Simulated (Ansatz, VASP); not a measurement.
## TiC in VASP and in Ansatz

```
Ti C
1.0
     2.51691    0.00000    0.00000
     0.00000    2.51691    0.00000
     0.00000    0.00000    2.51691
Ti C
1 1
Direct
  0.00000 0.00000 0.00000
  0.50000 0.50000 0.50000
```

Change from the starting cell: volume scaled by 0.8, LAPW.

Alike in both runs: task single point; functional PBE; k mesh 14 × 14 × 14; occupations fermi-dirac, width 0.08 eV; no spin polarisation.

|  | VASP | Ansatz |
| --- | --- | --- |
| version | VASP 6.6.1 | Ansatz 0.2.0 |
| potentials or method | VASP PAW PBE potentials, release 64 (Ti_sv, C), cutoff 520 eV | all-electron LAPW, scalar-relativistic |

```tsv
	VASP	Ansatz	Ansatz less VASP
pressure (GPa)	76.1	75.9	-0.22
```

Both programs put the cell under a high pressure, so it lies far from rest at this level. Ansatz ran all-electron here, and VASP with PAW potentials.

Noted on VASP's run: the cell as given lies far from equilibrium.
